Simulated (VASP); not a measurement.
# HfSi3 in VASP: notebook

Runs on HfSi3. Level: PBE. Tasks: single point.

Everything below comes from runs of VASP 6.6.1. Logs are shortened: lines on timing, memory, paths and dates and some standing lists are left out, and cuts for length are marked.

## Step 1: The cell of the first run

The structure is tetragonal, space group P4mm (No. 99). Conventional cell: a = 3.974 Å, b = 3.974 Å, c = 3.974 Å, α = 90.00°, β = 90.00°, γ = 90.00°. Hf (site symmetry 4mm) has 12 Si at 2.81 Å within 3.7 Å. Within 3.6 Å of Si (site symmetry 2mm) lie 8 Si at 2.73 to 2.90 Å and 4 Hf at 2.81 Å. Si (site symmetry 4mm) has 8 Si at 2.73 to 2.90 Å and 4 Hf at 2.81 Å within 3.6 Å.

## Step 2: Single point, PBE (atom 3 (Si) moved 0.12 Å along z)

Input file INCAR:

```
  PREC = Accurate
  ENCUT = 520
  EDIFF = 1E-7
  ISMEAR = 0
  SIGMA = 0.05
  LREAL = F
  LASPH = T
  NELM = 60
  ALGO = Normal
  ISIF = 2
  LWAVE = F
  LCHARG = F
  GGA = PE
  NBANDS = 19
```

Input file KPOINTS:

```
Automatic mesh
0
Gamma
  8 8 8
```

Input file POSCAR:

```
HfSi3
1.0
    3.9735079819      0.0000000000      0.0000000000
    0.0000000000      3.9735079819      0.0000000000
    0.0000000000      0.0000000000      3.9735079819
Hf Si
1 3
Direct
    0.0000000000      0.0000000000      0.0000000000
    0.0000000000      0.5000000000      0.5000000000
    0.5000000000      0.5000000000      0.0302000148
    0.5000000000      0.0000000000      0.5000000000
```

Potentials or basis: VASP PAW PBE potentials, release 64 (Hf_pv, Si).

Command:

```bash
$ cat potpaw_PBE.64/Hf_pv/POTCAR potpaw_PBE.64/Si/POTCAR > POTCAR
$ mpirun -np 1 vasp_std > vasp.out
```

OUTCAR:

```text
PREC = Accurate
   ENCUT = 520
   EDIFF = 1E-7
   ISMEAR = 0
   LREAL = F
   LASPH = T
   NELM = 60
   ISIF = 2
   GGA = PE

 ion  position               nearest neighbor table
   1  0.000  0.000  0.000-   2 2.81   4 2.81   2 2.81   4 2.81   2 2.81   2 2.81   4 2.81   4 2.81
                             3 2.81   3 2.81   3 2.81   3 2.81
   2  0.000  0.500  0.500-   3 2.73   3 2.73   4 2.81   1 2.81   1 2.81   4 2.81   1 2.81   1 2.81
                             4 2.81   4 2.81   3 2.90   3 2.90
   3  0.500  0.500  0.030-   2 2.73   4 2.73   4 2.73   2 2.73   1 2.81   1 2.81   1 2.81   1 2.81
                             2 2.90   4 2.90   2 2.90   4 2.90
   4  0.500  0.000  0.500-   3 2.73   3 2.73   1 2.81   1 2.81   2 2.81   2 2.81   1 2.81   2 2.81
                             1 2.81   2 2.81   3 2.90   3 2.90

  LATTYP: Found a simple cubic cell.
 ALAT       =     3.9735079819

  Lattice vectors:

 A1 = (   3.9735079819,   0.0000000000,   0.0000000000)
 A2 = (   0.0000000000,   3.9735079819,   0.0000000000)
 A3 = (   0.0000000000,   0.0000000000,   3.9735079819)

Analysis of symmetry for initial positions (statically):
=====================================================================
 Subroutine PRICEL returns:
 Original cell was already a primitive cell.

 Routine SETGRP: Setting up the symmetry group for a
 simple cubic supercell.

 Subroutine GETGRP returns: Found  8 space group operations
 (whereof  8 operations were pure point group operations)
 out of a pool of 48 trial point group operations.

The static configuration has the point symmetry C_4v.

Analysis of symmetry for dynamics (positions and initial velocities):
=====================================================================
 Subroutine PRICEL returns:
 Original cell was already a primitive cell.

 Routine SETGRP: Setting up the symmetry group for a
 simple cubic supercell.

 Subroutine GETGRP returns: Found  8 space group operations
 (whereof  8 operations were pure point group operations)
 out of a pool of 48 trial point group operations.

The dynamic configuration has the point symmetry C_4v.

 Subroutine INISYM returns: Found  8 space group operations
 (whereof  8 operations are pure point group operations),
 and found     1 'primitive' translations

----------------------------------------------------------------------------------------

                                     Primitive cell

  volume of cell :      62.7368

  direct lattice vectors                    reciprocal lattice vectors
     3.973507982  0.000000000  0.000000000     0.251666790  0.000000000  0.000000000
     0.000000000  3.973507982  0.000000000     0.000000000  0.251666790  0.000000000
     0.000000000  0.000000000  3.973507982     0.000000000  0.000000000  0.251666790

  length of vectors
     3.973507982  3.973507982  3.973507982     0.251666790  0.251666790  0.251666790

  position of ions in fractional coordinates (direct lattice)
     0.000000000  0.000000000  0.000000000
     0.000000000  0.500000000  0.500000000
     0.500000000  0.500000000  0.030200015
     0.500000000  0.000000000  0.500000000

  ion indices of the primitive-cell ions
   primitive index   ion index
                 1           1
                 2           2
                 3           3
                 4           4

----------------------------------------------------------------------------------------

 KPOINTS: Automatic mesh

Automatic generation of k-mesh.
 Grid dimensions read from file:
 generate k-points for:    8    8    8

 Generating k-lattice:

  Cartesian coordinates                     Fractional coordinates (reciprocal lattice)
     0.031458349  0.000000000  0.000000000     0.125000000  0.000000000  0.000000000
     0.000000000  0.031458349  0.000000000     0.000000000  0.125000000  0.000000000
     0.000000000  0.000000000  0.031458349     0.000000000  0.000000000  0.125000000

  Length of vectors
     0.031458349  0.031458349  0.031458349

  Shift w.r.t. Gamma in fractional coordinates (k-lattice)
     0.000000000  0.000000000  0.000000000

 Subroutine IBZKPT returns following result:
 ===========================================

 Found     75 irreducible k-points:

 Following reciprocal coordinates:
            Coordinates               Weight
  0.000000  0.000000  0.000000      1.000000
  0.125000  0.000000  0.000000      4.000000
  0.000000  0.000000  0.125000      2.000000
  0.250000  0.000000  0.000000      4.000000
  0.000000  0.000000  0.250000      2.000000
  0.375000  0.000000  0.000000      4.000000
[... 16 lines left out ...]
  0.375000  0.250000  0.000000      8.000000
  0.000000  0.375000  0.250000      8.000000
 [... further k-points ...]
   k-points           NKPTS =     75   k-points in BZ     NKDIM =     75   number of bands    NBANDS=     19
   number of dos      NEDOS =    301   number of ions     NIONS =      4
   total plane-waves  NPLWV =  27000
   dimension x,y,z NGX =    30 NGY =   30 NGZ =   30
   dimension x,y,z NGXF=    60 NGYF=   60 NGZF=   60
   ions per type =               1   3
   NGX,Y,Z   is equivalent  to a cutoff of  12.55, 12.55, 12.55 a.u.
   NGXF,Y,Z  is equivalent  to a cutoff of  25.10, 25.10, 25.10 a.u.
 SYSTEM =  unknown system
   PREC   = accura    normal or accurate (medium, high low for compatibility)
   ISTART =      0    job   : 0-new  1-cont  2-samecut
   ICHARG =      2    charge: 1-file 2-atom 10-const
   ISPIN  =      1    spin polarized calculation?
   LNONCOLLINEAR =      F non collinear calculations
   LSORBIT =      F    spin-orbit coupling
   LASPH  =      T    aspherical Exc in radial PAW
   ENCUT  =  520.0 eV  38.22 Ry    6.18 a.u.   7.39  7.39  7.39*2*pi/ulx,y,z
   NELM   =     60;   NELMIN=  2; NELMDL= -5     # of ELM steps
   EDIFF  = 0.1E-06   stopping-criterion for ELM
   LREAL  =      F    real-space projection
   EDIFFG = 0.1E-05   stopping-criterion for IOM
   NSW    =      0    number of steps for IOM
   IBRION =     -1    ionic relax: 0-MD 1-quasi-New 2-CG
   NFREE  =      0    steps in history (QN), initial steepest desc. (CG)
   ISIF   =      2    stress and relaxation
   ISYM   =      2    0-nonsym 1-usesym 2-fastsym
   POTIM  = 0.5000    time-step for ionic-motion
   TEBEG  =    0.0;   TEEND  =   0.0 temperature during run
   PSTRESS=    0.0 pullay stress
   NELECT =      22.0000    total number of electrons
   NUPDOWN=      -1.0000    fix difference up-down
   EMIN   =  10.00;   EMAX   =-10.00  energy-range for DOS
   EFERMI =   0.00;   METHOD = LEGACY
   ISMEAR =     0;   SIGMA  =   0.05  broadening in eV -4-tet -1-fermi 0-gaus
   EFERMI_NEDOS =   21; number of points for ismear=-14 and -15
   IALGO  =     38    algorithm
   IMIX   =      4    mixing-type and parameters
     AMIX     =   0.40;   BMIX     =  1.00
     AMIX_MAG =   1.60;   BMIX_MAG =  1.00
  volume/ion in A,a.u.               =      15.68       105.84
  Fermi-wavevector in a.u.,A,eV,Ry     =   1.154450  2.181593 18.133217  1.332754
  Thomas-Fermi vector in A             =   2.291086
   LORBIT       =      0    0 simple, 1 ext, 2 COOP (PROOUT), +10 PAW based schemes
   GGA     = PE    functional components
   LHFCALC =     F    Hartree Fock is set to
   AEXX    =    0.0000 exact exchange contribution
   IVDW    =     0    specifies the selected vdW correction
   LEPSILON=     F    determine dielectric tensor
   LRPA    =     F    only Hartree local field effects (RPA)
 non-spin polarized calculation
 Gauss-broadening in eV      SIGMA  =   0.05
  energy-cutoff  :      520.00
  volume of cell :       62.74
 maximum number of plane-waves:      1743
 NGX is ok and might be reduce to    30
   NGX = 15   NGY = 15   NGZ = 15

 number of electron      21.9999997 magnetization

 Free energy of the ion-electron system (eV)
  ---------------------------------------------------
  ext. energy  EPLUGINS =         0.00000000
  ---------------------------------------------------
  free energy    TOTEN  =       -26.42444160 eV

  energy without entropy =      -26.42125899  energy(sigma->0) =      -26.42285030

 E-fermi :   9.2164     XC(G=0): -11.4227

 val. band max:        9.2011455019   @ k =   0.1250   0.0000   0.2500
 cond. band min:       9.2173331289   @ k =   0.2500   0.1250   0.0000
 fundamental gap:      0.0161876270
 Fermi energy:         9.2164492127

 k-point     1 :       0.0000    0.0000    0.0000
  band No.  band energies     occupation
      1     -22.0895      2.00000
      2     -22.0893      2.00000
      3     -22.0893      2.00000
      4      -4.1909      2.00000
      5       3.2160      2.00000
      6       3.2312      2.00000
[... 11 lines left out ...]
     18      11.9605      0.00000
     19      15.3454      0.00000

 k-point     2 :       0.1250    0.0000    0.0000
  band No.  band energies     occupation
      1     -22.0981      2.00000
      2     -22.0887      2.00000
      3     -22.0886      2.00000
      4      -4.0293      2.00000
      5       2.4050      2.00000
      6       3.3667      2.00000
[... 11 lines left out ...]
     18      13.5839      0.00000
     19      14.4968      0.00000

 k-point     3 :       0.0000    0.0000    0.1250
  band No.  band energies     occupation
      1     -22.0982      2.00000
      2     -22.0886      2.00000
      3     -22.0886      2.00000
      4      -4.0302      2.00000
      5       2.4302      2.00000
      6       3.3554      2.00000
[... 11 lines left out ...]
     18      13.5919      0.00000
     19      14.5100      0.00000

 k-point     4 :       0.2500    0.0000    0.0000
  band No.  band energies     occupation
      1     -22.1190      2.00000
      2     -22.0869      2.00000
      3     -22.0867      2.00000
      4      -3.5544      2.00000
      5       0.9913      2.00000
      6       3.7825      2.00000
[... 11 lines left out ...]
     18      13.6542      0.00000
     19      13.9690      0.00000

 k-point     5 :       0.0000    0.0000    0.2500
  band No.  band energies     occupation
      1     -22.1193      2.00000
      2     -22.0867      2.00000
      3     -22.0867      2.00000
      4      -3.5592      2.00000
      5       1.0276      2.00000
      6       3.7715      2.00000
[... 11 lines left out ...]
     18      13.8332      0.00000
     19      13.9555      0.00000

 k-point     6 :       0.3750    0.0000    0.0000
  band No.  band energies     occupation
      1     -22.1398      2.00000
      2     -22.0851      2.00000
      3     -22.0849      2.00000
      4      -2.7989      2.00000
      5      -0.4072      2.00000
      6       4.4643      2.00000
[... 11 lines left out ...]
     18      15.1595      0.00000
     19      15.3453      0.00000

 k-point     7 :       0.0000    0.0000    0.3750
  band No.  band energies     occupation
      1     -22.1402      2.00000
      2     -22.0849      2.00000
      3     -22.0849      2.00000
      4      -2.8184      2.00000
      5      -0.3538      2.00000
      6       4.4565      2.00000
[... 11 lines left out ...]
     18      15.2138      0.00000
     19      15.5037      0.00000

 k-point     8 :       0.5000    0.0000    0.0000
  band No.  band energies     occupation
      1     -22.1484      2.00000
      2     -22.0843      2.00000
      3     -22.0841      2.00000
      4      -2.0366      2.00000
      5      -1.3921      2.00000
      6       4.8371      2.00000
[... 256 lines left out ...]
 k-point    20 :       0.1250    0.0000    0.5000
  band No.  band energies     occupation
      1     -22.1475      2.00000
      2     -22.0923      2.00000
      3     -22.0834      2.00000
      4      -2.0210      2.00000
      5      -1.0991      2.00000
      6       3.5858      2.00000
[... 11 lines left out ...]
     18      15.7256      0.00000
     19      16.1097      0.00000

 k-point    21 :       0.2500    0.2500    0.0000
  band No.  band energies     occupation
      1     -22.1165      2.00000
      2     -22.1147      2.00000
      3     -22.0843      2.00000
      4      -2.9557      2.00000
      5       1.3321      2.00000
      6       1.5905      2.00000
[... 11 lines left out ...]
     18      14.2545      0.00000
     19      14.3570      0.00000

 k-point    22 :       0.0000    0.2500    0.2500
  band No.  band energies     occupation
      1     -22.1167      2.00000
      2     -22.1147      2.00000
      3     -22.0842      2.00000
      4      -2.9617      2.00000
      5       1.3309      2.00000
      6       1.6233      2.00000
[... 11 lines left out ...]
     18      14.3323      0.00000
     19      14.3704      0.00000

 k-point    23 :       0.3750    0.2500    0.0000
  band No.  band energies     occupation
      1     -22.1358      2.00000
      2     -22.1131      2.00000
      3     -22.0825      2.00000
      4      -2.2559      2.00000
      5       0.1151      2.00000
      6       1.9315      2.00000
[... 11 lines left out ...]
     18      14.4782      0.00000
     19      15.3575      0.00000

 k-point    24 :       0.0000    0.3750    0.2500
  band No.  band energies     occupation
      1     -22.1358      2.00000
      2     -22.1133      2.00000
      3     -22.0824      2.00000
      4      -2.2641      2.00000
      5       0.1076      2.00000
      6       1.9761      2.00000
[... 11 lines left out ...]
     18      14.4633      0.00000
     19      15.3891      0.00000

 [... further k-points ...]

------------------------ aborting loop because EDIFF is reached ----------------------------------------

  FORCE on cell =-STRESS in cart. coord.  units (eV):
  Direction    XX          YY          ZZ          XY          YZ          ZX
  --------------------------------------------------------------------------------------
  -------------------------------------------------------------------------------------
  Total       -0.0653398     -0.0653398     -0.0052672      0.0000000      0.0000000     -0.0000000
  in kB       -1.6686538     -1.6686538     -0.1345153      0.0000000      0.0000000     -0.0000000
  external PRESSURE =      -1.1572743 kB  Pullay stress =       0.0000000 kB

 VOLUME and BASIS-vectors are now :
 -----------------------------------------------------------------------------
  energy-cutoff  :      520.00
  volume of cell :       62.74
      direct lattice vectors                 reciprocal lattice vectors
     3.973507982  0.000000000  0.000000000     0.251666790  0.000000000  0.000000000
     0.000000000  3.973507982  0.000000000     0.000000000  0.251666790  0.000000000
     0.000000000  0.000000000  3.973507982     0.000000000  0.000000000  0.251666790

 POSITION                                       TOTAL-FORCE (eV/Angst)
 -----------------------------------------------------------------------------------
      0.00000      0.00000      0.00000         0.000000     -0.000000     -0.280369
      0.00000      1.98675      1.98675         0.000000     -0.000000      0.117571
      1.98675      1.98675      0.12000         0.000000      0.000000      0.045227
      1.98675      0.00000      1.98675        -0.000000     -0.000000      0.117571
 -----------------------------------------------------------------------------------
    total drift:                                0.000000     -0.000000      0.000046

  FREE ENERGIE OF THE ION-ELECTRON SYSTEM (eV)
  ---------------------------------------------------
  free  energy   TOTEN  =       -26.4244416039 eV

  energy  without entropy=      -26.4212589944  energy(sigma->0) =      -26.42285030
```

Run time: 62 s. Hardware: 1 thread of Intel Xeon Platinum 8259CL at 2.50GHz (Skylake/Cascade Lake), shared host; peak memory 0.22 GiB.

What came out:

- Free energy: -26.4244 eV
- Pressure: -0.1 GPa
- Largest force: 0.280 eV/Å
- Band gap on the k mesh: zero (bands 11 and 12 overlap by 1.98 eV)

Forces on the atoms (eV/Å):
```
Hf   0.000  0.000 -0.280
Si   0.000  0.000  0.118
Si   0.000  0.000  0.045
Si   0.000  0.000  0.118
```

Caveat: the cell differs from its parent crystal (atom 3 (Si) moved 0.12 Å along z); spin-orbit coupling is left out, which moves the levels of the heavy elements.

## Step 3: Single point, PBE

This run uses another cell than the first one, of 16.00 Å³/atom.

Input file INCAR:

```
ALGO     = Normal         # electronic algorithm
EDIFF    = 1E-6           # SCF threshold, eV
ENCUT    = 520            # plane-wave cutoff, eV
GGA      = PE             # functional
ISIF     = 2              # what is computed and relaxed
ISMEAR   = 0              # smearing method
LASPH    = T              # aspherical terms in the spheres
LCHARG   = T              # write CHGCAR
LELF     = T              # ELF
LREAL    = F              # projectors in reciprocal space
LVHAR    = T            
LWAVE    = F              # write WAVECAR
NBANDS   = 19             # bands
NELM     = 80             # most SCF steps
PREC     = Accurate       # precision mode
SIGMA    = 0.05           # smearing width, eV
```

Input file KPOINTS:

```
k-points
0
Gamma
  8 8 8
```

Input file POSCAR:

```
HfSi3
1.0
    3.9735079819      0.0000000000      0.0000000000
    0.0000000000      4.0529781415      0.0000000000
    0.0000000000      0.0000000000      3.9735079819
Hf Si
1 3
Direct
    0.0000000000      0.0000000000      0.0000000000
    0.0000000000      0.5000000000      0.5000000000
    0.5000000000      0.5000000000      0.0000000000
    0.5000000000      0.0000000000      0.5000000000
```

Potentials or basis: VASP PAW PBE potentials, release 64 (Hf_pv, Si).

Command:

```bash
$ cat potpaw_PBE.64/Hf_pv/POTCAR potpaw_PBE.64/Si/POTCAR > POTCAR
$ mpirun -np 1 vasp_std > vasp.out
```

Run time: 62 s. Hardware: 1 thread of Intel Xeon Platinum 8259CL at 2.50GHz (Skylake/Cascade Lake), shared host; peak memory 0.22 GiB.

It converged, with:

| Item | Value |
| --- | --- |
| Free energy | -26.4109 eV |
| Pressure | -2.3 GPa |
| Band gap on the k mesh | zero (bands 11 and 12 overlap by 1.89 eV) |

Stress tensor (GPa, compression positive):
```
-2.20  0.00  0.00
 0.00 -2.46  0.00
 0.00  0.00 -2.20
```

Levels at points of the mesh, in eV from the Fermi level:
```csv
k point,band 7,band 8,band 9,band 10,band 11,band 12,band 13,band 14,band 15,band 16
"(0.00, 0.00, 0.00)",-4.30,-4.06,-4.06,-0.14,-0.04,-0.04,0.04,2.07,2.10,2.10
"(0.50, 0.00, 0.00)",-4.21,-3.86,-3.75,-1.24,-1.04,-0.21,0.31,0.50,2.67,2.72
"(0.00, 0.50, 0.00)",-4.22,-3.78,-3.60,-1.05,-1.05,-0.20,0.05,0.51,2.87,2.91
"(0.50, 0.50, 0.00)",-6.97,-2.99,-2.89,-1.02,-0.84,0.72,0.75,0.85,1.59,3.87
"(0.50, 0.00, 0.50)",-6.95,-3.07,-3.07,-1.21,-1.18,0.51,0.51,0.98,1.79,4.11
"(0.50, 0.50, 0.50)",-6.72,-5.04,-4.94,-4.94,-1.02,2.03,2.22,3.82,3.82,3.94
```

Caveat: spin-orbit coupling is left out, which moves the levels of the heavy elements.

[end of part 1 of 2]
